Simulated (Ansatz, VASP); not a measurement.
# One calculation of GaN, two programs

```
CELL_PARAMETERS angstrom
2.22335 2.22335 0.00000
-2.22335 2.22335 0.00000
0.00000 2.22335 2.22335
ATOMIC_POSITIONS crystal
Ga 0.00000 0.00000 0.00000
N 0.25000 0.75000 0.50000
```

Alike in both runs: task single point; functional PBEsol; k mesh 10 × 10 × 10; non-collinear spin, spin-orbit coupling.

```csv
,VASP,Ansatz
version,VASP 6.6.1,Ansatz 0.2.0
potentials or method,"VASP PAW PBE potentials, release 64 (Ga_d, N), cutoff 520 eV",all-electron LAPW
occupations,"gaussian, width 0.01 eV",fixed
```

```csv
,VASP,Ansatz,Ansatz less VASP
pressure (GPa),6.7,7.0,+0.24
```

VASP's potentials were made for PBE, not for PBEsol. Ansatz ran all-electron here, and VASP with PAW potentials.
